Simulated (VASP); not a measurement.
# SiTe3 (P6_3/mmc) in VASP: further runs, part 2 of 2

VASP 6.6.1.

## 3. Single point, PBE

This run uses another cell than the first one, of 28.91 Å³/atom, 1.135 times its volume.

Input file INCAR:

```
SYSTEM = SiTe3
ALGO = Normal
EDIFF = 1E-6
ENCUT = 520
GGA = PE
ISIF = 2
ISMEAR = 0
LASPH = .True.
LCHARG = .False.
LREAL = .False.
LWAVE = .False.
NBANDS = 32
NELM = 80
PREC = Accurate
SIGMA = 0.1
```

Input file KPOINTS:

```
k-points
0
Gamma
  3 3 4
  0 0 0
```

Input file POSCAR:

```
SiTe3
1.0
    8.3621273786     -0.0000000036      0.0000000000
   -4.1810636861      7.2418147414      0.0000000000
    0.0000000000      0.0000000000      3.8190773315
Si Te
2 6
Direct
    0.6666666667      0.3333333333      0.2500000000
    0.3333333333      0.6666666667      0.7500000000
    0.3771336705      0.1885668353      0.7500000000
    0.8114331647      0.1885668353      0.7500000000
    0.8114331647      0.6228663295      0.7500000000
    0.6228663295      0.8114331647      0.2500000000
    0.1885668353      0.8114331647      0.2500000000
    0.1885668353      0.3771336705      0.2500000000
```

Potentials or basis: VASP PAW PBE potentials, release 64 (Si, Te).

On the command line:

```console
$ cat potpaw_PBE.64/Si/POTCAR potpaw_PBE.64/Te/POTCAR > POTCAR
$ mpirun -np 1 vasp_std > vasp.out
```

OUTCAR:

```text
SYSTEM = SiTe3
   EDIFF = 1E-6
   ENCUT = 520
   GGA = PE
   ISIF = 2
   ISMEAR = 0
   LASPH = .True.
   LREAL = .False.
   NELM = 80
   PREC = Accurate

 ion  position               nearest neighbor table
   1  0.667  0.333  0.250-   4 2.84   4 2.84   3 2.84   3 2.84   5 2.84   5 2.84
   2  0.333  0.667  0.750-   7 2.84   7 2.84   6 2.84   6 2.84   8 2.84   8 2.84
   3  0.377  0.189  0.750-   1 2.84   1 2.84   8 3.33   8 3.33   7 3.33   7 3.33   4 3.63   5 3.63

   4  0.811  0.189  0.750-   1 2.84   1 2.84   8 3.33   8 3.33   6 3.33   6 3.33   3 3.63   5 3.63

   5  0.811  0.623  0.750-   1 2.84   1 2.84   6 3.33   6 3.33   7 3.33   7 3.33   4 3.63   3 3.63
[... 519 lines left out ...]
  in kB       -0.6421663     -0.6421663     -2.7482729     -0.0000000      0.0000000      0.0000000
  external PRESSURE =      -1.3442018 kB  Pullay stress =       0.0000000 kB

 VOLUME and BASIS-vectors are now :
 -----------------------------------------------------------------------------
  energy-cutoff  :      520.00
  volume of cell :      231.27
      direct lattice vectors                 reciprocal lattice vectors
     8.362127379 -0.000000004  0.000000000     0.119586794  0.069043467  0.000000000
    -4.181063686  7.241814741  0.000000000     0.000000000  0.138086935  0.000000000
     0.000000000  0.000000000  3.819077331     0.000000000  0.000000000  0.261843349

 POSITION                                       TOTAL-FORCE (eV/Angst)
 -----------------------------------------------------------------------------------
      4.18106      2.41394      0.95477         0.000000     -0.000000      0.000000
      0.00000      4.82788      2.86431         0.000000      0.000000      0.000000
      2.36523      1.36557      2.86431        -0.013328     -0.007695      0.000000
      5.99690      1.36557      2.86431         0.013328     -0.007695      0.000000
      4.18106      4.51068      2.86431         0.000000      0.015390     -0.000000
      1.81583      5.87625      0.95477         0.013328      0.007695     -0.000000
     -1.81583      5.87625      0.95477        -0.013328      0.007695      0.000000
      0.00000      2.73113      0.95477        -0.000000     -0.015390      0.000000
 -----------------------------------------------------------------------------------
    total drift:                               -0.000000      0.000000      0.000000

  FREE ENERGIE OF THE ION-ELECTRON SYSTEM (eV)
  ---------------------------------------------------
  free  energy   TOTEN  =       -27.6980540019 eV

  energy  without entropy=      -27.6820434811  energy(sigma->0) =      -27.69004874
```

OSZICAR:

```text
N       E                     dE             d eps       ncg     rms          rms(c)
DAV:   1     0.191434838494E+03    0.19143E+03   -0.16395E+04   576   0.113E+03
DAV:   2    -0.112069875307E+02   -0.20264E+03   -0.19447E+03   728   0.169E+02
DAV:   3    -0.273684690408E+02   -0.16161E+02   -0.15739E+02   728   0.486E+01
DAV:   4    -0.278054606153E+02   -0.43699E+00   -0.43616E+00   680   0.893E+00
DAV:   5    -0.278175492429E+02   -0.12089E-01   -0.12088E-01   760   0.164E+00    0.163E+01
DAV:   6    -0.276987042463E+02    0.11884E+00   -0.25393E-01   632   0.217E+00    0.953E+00
DAV:   7    -0.276990837152E+02   -0.37947E-03   -0.11855E-01   696   0.131E+00    0.169E+00
DAV:   8    -0.276980793548E+02    0.10044E-02   -0.16294E-02   608   0.543E-01    0.455E-01
DAV:   9    -0.276980355656E+02    0.43789E-04   -0.22983E-03   640   0.204E-01    0.108E-01
DAV:  10    -0.276980359330E+02   -0.36745E-06   -0.22540E-04   672   0.700E-02    0.399E-02
DAV:  11    -0.276980518943E+02   -0.15961E-04   -0.79571E-05   704   0.367E-02    0.257E-02
DAV:  12    -0.276980533404E+02   -0.14461E-05   -0.16152E-05   648   0.170E-02    0.812E-03
DAV:  13    -0.276980540019E+02   -0.66154E-06   -0.32118E-06   536   0.731E-03
   1 F= -.27698054E+02 E0= -.27690049E+02  d E =-.160105E-01
```

stdout:

```text
POSCAR found type information on POSCAR SiTe
 POSCAR found :  2 types and       8 ions
 scaLAPACK will be used
 LDA part: xc-table for (Slater+PW92), standard interpolation
 POSCAR, INCAR and KPOINTS ok, starting setup
 FFT: planning ... GRIDC
 FFT: planning ... GRID_SOFT
 FFT: planning ... GRID
 WAVECAR not read
 entering main loop
```

It took 47 s on 1 thread of Intel Xeon Platinum 8488C (Sapphire Rapids), shared host; peak memory 0.34 GiB.

Results:

| Item | Value |
| --- | --- |
| Free energy | -27.6981 eV |
| Pressure | -0.1 GPa |
| Largest force | 0.015 eV/Å |
| Band gap on the k mesh | zero (band 22 reaches 6.97 eV, above the bottom of band 23 at 5.75 eV) |

Forces on the atoms (eV/Å):
```
Si   0.000  0.000  0.000
Si   0.000  0.000  0.000
Te  -0.013 -0.008  0.000
Te   0.013 -0.008  0.000
Te   0.000  0.015  0.000
Te   0.013  0.008  0.000
Te  -0.013  0.008  0.000
Te   0.000 -0.015  0.000
```

Stress tensor (GPa, compression positive):
```
-0.06  0.00  0.00
 0.00 -0.06  0.00
 0.00  0.00 -0.27
```

Caveat: the k points lie up to 0.41 Å⁻¹ apart; spin-orbit coupling is left out, which moves the levels of the heavy elements.

## 4. Relaxation of cell and atoms, PBE

Input file INCAR:

```
PREC     = Accurate       # precision mode
ENCUT    = 600            # plane-wave cutoff, eV
EDIFF    = 1E-7           # SCF threshold, eV
ISMEAR   = 0              # smearing method
SIGMA    = 0.1            # smearing width, eV
LREAL    = False          # projectors in reciprocal space
LASPH    = True           # aspherical terms in the spheres
NELM     = 100            # most SCF steps
ALGO     = Normal         # electronic algorithm
ISIF     = 3              # what is computed and relaxed
LWAVE    = False          # write WAVECAR
LCHARG   = False          # write CHGCAR
GGA      = PE             # functional
IBRION   = 2              # ionic algorithm
NSW      = 90             # ionic steps
EDIFFG   = -0.04          # ionic threshold
```

Input file KPOINTS:

```
regular mesh
0
Gamma
  3 3 4
```

Input file POSCAR:

```
SiTe3
1.0
    6.6207253500      0.0000000000      0.0000000000
   -3.3103626700      5.7337163400      0.0000000000
    0.0000000000      0.0000000000      5.3687447700
Si Te
2 6
Direct
    0.6666666700      0.3333333300      0.2500000000
    0.3333333300      0.6666666700      0.7500000000
    0.3327978800      0.1663989400      0.7500000000
    0.8336010600      0.1663989400      0.7500000000
    0.8336010600      0.6672021200      0.7500000000
    0.6672021200      0.8336010600      0.2500000000
    0.1663989400      0.8336010600      0.2500000000
    0.1663989400      0.3327978800      0.2500000000
```

On the command line:

```console
$ cat potpaw_PBE.64/Si/POTCAR potpaw_PBE.64/Te/POTCAR > POTCAR
$ mpirun -np 1 vasp_std > vasp.out
```

It took 27 min on 1 thread of Intel Xeon Platinum 8259CL at 2.50GHz (Skylake/Cascade Lake), shared host; peak memory 0.41 GiB.

The run converged. Its results:

```
Free energy                            : -27.6951 eV
Relaxed volume                         : 28.83 Å³/atom
Relaxed cell                           : a = 8.357 Å, b = 8.357 Å, c = 3.813 Å, α = 90.00°, β = 90.00°, γ = 120.00°
Space group after relaxing (to 0.05 Å) : P6_3/mmc (No. 194)
Energy gained by relaxing              : 297.2 meV/atom
Ionic steps                            : 30
Pressure after relaxing                : 0.0 GPa
Largest force after relaxing           : 0.014 eV/Å
Band gap on the k mesh                 : zero (band 22 reaches 7.00 eV, above the bottom of band 23 at 5.78 eV)
```

Forces on the atoms (eV/Å):
```
Si   0.000  0.000  0.000
Si   0.000  0.000  0.000
Te  -0.012 -0.007  0.000
Te   0.012 -0.007  0.000
Te   0.000  0.014  0.000
Te   0.012  0.007  0.000
Te  -0.012  0.007  0.000
Te   0.000 -0.014  0.000
```

Stress tensor (GPa, compression positive):
```
 0.03  0.00  0.00
 0.00  0.03  0.00
 0.00  0.00 -0.05
```

Step by step:
```csv
step,energy change (eV),largest force (eV/Å),pressure (GPa),volume (Å³)
1,0.0000,0.8437,0.73,203.80
2,-0.2810,0.4603,-0.44,207.17
3,-0.4665,0.1415,-1.22,211.14
4,-0.4967,0.0246,-1.44,213.08
5,-0.5002,0.0124,-1.50,213.82
6,-0.5251,0.1235,1.28,204.38
7,-0.5384,0.0749,0.18,208.01
8,-0.5384,0.0736,0.14,208.13
9,-0.5428,0.0162,0.01,208.58
10,-0.5500,0.0619,-0.28,209.29
11,-0.5631,0.1814,-0.64,210.65
12,-0.5645,0.1879,-0.62,210.62
13,-0.5682,0.2112,-0.56,210.52
14,-0.5758,0.2662,-0.41,210.31
15,-0.6022,0.2389,0.06,209.82
16,-0.7509,0.2364,1.16,208.55
17,-1.1228,0.8355,4.06,204.87
18,-1.0076,1.1949,5.92,202.52
19,-1.1195,0.9258,4.47,204.32
20,-1.1223,0.8942,4.32,204.52
21,-1.3298,0.7631,2.25,210.85
22,-1.5009,0.5031,-2.34,230.62
23,-1.5142,0.5415,-1.59,226.56
24,-1.6403,0.5299,-1.43,226.30
25,-2.0358,0.3680,-0.75,225.20
26,-2.3092,0.1913,2.34,221.58
27,-2.3414,0.0300,1.30,222.62
28,-2.3768,0.0191,-0.09,230.76
29,-2.3768,0.0190,-0.09,230.77
30,-2.3776,0.0140,0.00,230.65
```

Final structure:
```yaml
crystal:
  lattice:
    - [8.35748, 0.00000, 0.00000]
    - [-4.17874, 7.23779, 0.00000]
    - [0.00000, 0.00000, 3.81296]
  atoms:
    - { symbol: Si, position: [0.66667, 0.33333, 0.25000] }
    - { symbol: Si, position: [0.33333, 0.66667, 0.75000] }
    - { symbol: Te, position: [0.37699, 0.18849, 0.75000] }
    - { symbol: Te, position: [0.81151, 0.18849, 0.75000] }
    - { symbol: Te, position: [0.81151, 0.62301, 0.75000] }
    - { symbol: Te, position: [0.62301, 0.81151, 0.25000] }
    - { symbol: Te, position: [0.18849, 0.81151, 0.25000] }
    - { symbol: Te, position: [0.18849, 0.37699, 0.25000] }
```

Levels at points of the mesh, in eV from the Fermi level:
| k point | band 19 | band 20 | band 21 | band 22 | band 23 | band 24 | band 25 | band 26 |
| --- | --- | --- | --- | --- | --- | --- | --- | --- |
| (0.00, 0.00, 0.00) | -0.99 | -0.99 | 0.07 | 0.07 | 0.36 | 0.36 | 0.71 | 2.33 |
| (0.00, 0.00, 0.50) | -1.12 | -1.12 | -0.51 | -0.51 | -0.51 | -0.51 | -0.01 | -0.01 |

Caveat: the k points lie up to 0.41 Å⁻¹ apart in the final cell; spin-orbit coupling is left out, which moves the levels of the heavy elements.

## 5. Single point, PBE

This run uses another cell than the first one, of 28.81 Å³/atom, 1.131 times its volume.

Input file INCAR:

```
ALGO     = Normal         # electronic algorithm
EDIFF    = 1E-6           # SCF threshold, eV
ENCUT    = 520            # plane-wave cutoff, eV
GGA      = PE             # functional
ISIF     = 2              # what is computed and relaxed
ISMEAR   = 0              # smearing method
LASPH    = T              # aspherical terms in the spheres
LCHARG   = F              # write CHGCAR
LREAL    = F              # projectors in reciprocal space
LWAVE    = F              # write WAVECAR
NBANDS   = 32             # bands
NELM     = 100            # most SCF steps
PREC     = Accurate       # precision mode
SIGMA    = 0.1            # smearing width, eV
```

Input file KPOINTS:

```
k-points
0
Gamma
  6 6 10
```

Input file POSCAR:

```
SiTe3
1.0
    8.2891974721      0.0000000000      0.0000000000
   -4.1445987361      7.1786555879      0.0000000000
    0.0000000000      0.0000000000      3.8733443238
Si Te
2 6
Direct
    0.6666666667      0.3333333333      0.2500000000
    0.3333333333      0.6666666667      0.7500000000
    0.3787264955      0.1893632478      0.7500000000
    0.8106367522      0.1893632478      0.7500000000
    0.8106367522      0.6212735045      0.7500000000
    0.6212735045      0.8106367522      0.2500000000
    0.1893632478      0.8106367522      0.2500000000
    0.1893632478      0.3787264955      0.2500000000
```

On the command line:

```console
$ cat potpaw_PBE.64/Si/POTCAR potpaw_PBE.64/Te/POTCAR > POTCAR
$ mpirun -np 1 vasp_std > vasp.out
```

Wall time 4.6 min (1 thread of Intel Xeon Platinum 8259CL at 2.50GHz (Skylake/Cascade Lake), shared host); peak memory 0.47 GiB.

It converged, with:

| Quantity | Value |
| --- | --- |
| Free energy | -27.6226 eV |
| Pressure | 0.0 GPa |
| Largest force | 0.005 eV/Å |
| Band gap on the k mesh | zero (band 22 reaches 6.94 eV, above the bottom of band 23 at 5.82 eV) |

Forces in eV/Å, atoms in the order of the input:
```
Si   0.000  0.000  0.000
Si   0.000  0.000  0.000
Te  -0.004 -0.003  0.000
Te   0.004 -0.003  0.000
Te   0.000  0.005  0.000
Te   0.004  0.003  0.000
Te  -0.004  0.003  0.000
Te   0.000 -0.005  0.000
```

Levels at points of the mesh, in eV from the Fermi level:
| k point | band 20 | band 21 | band 22 | band 23 | band 24 | band 25 |
| --- | --- | --- | --- | --- | --- | --- |
| (0.00, 0.00, 0.00) | -1.16 | -0.11 | -0.11 | 0.32 | 0.32 | 0.41 |
| (0.50, 0.00, 0.00) | -0.81 | 0.09 | 0.27 | 0.46 | 0.52 | 0.53 |
| (0.00, 0.00, 0.50) | -1.11 | -0.47 | -0.47 | -0.47 | -0.47 | 0.12 |
| (0.50, 0.00, 0.50) | -1.97 | -0.90 | -0.90 | -0.31 | -0.31 | 1.41 |

Caveat: spin-orbit coupling is left out, which moves the levels of the heavy elements.

## 6. The runs side by side

```csv
task,cell,k mesh,cutoff (eV),gap on the mesh (eV),pressure (GPa),largest force (eV/Å)
single point,"a = 6.621, b = 6.621, c = 5.369 Å, angles 90.0, 90.0, 120.0°, 8 atoms",3 × 3 × 4,520,none,0.7,0.84
single point,"a = 8.362, b = 8.362, c = 3.819 Å, angles 90.0, 90.0, 120.0°, 8 atoms",3 × 3 × 4,520,none,-0.1,0.02
relaxation of cell and atoms,"relaxed from a = 6.621, b = 6.621, c = 5.369 Å, angles 90.0, 90.0, 120.0°, 8 atoms",3 × 3 × 4,600,none,0.0,0.01
single point,"a = 8.289, b = 8.289, c = 3.873 Å, angles 90.0, 90.0, 120.0°, 8 atoms",6 × 6 × 10,520,none,0.0,0.01
```

Alike in all rows: level PBE; potentials or basis VASP PAW PBE potentials, release 64 (Si, Te); no spin polarisation; smearing gaussian 0.1 eV.

Caveats: some runs use coarse meshes; spin-orbit coupling is left out, which moves the levels of the heavy elements.

Total energies depend on the potentials used, so only differences within one code and one set of settings carry meaning.
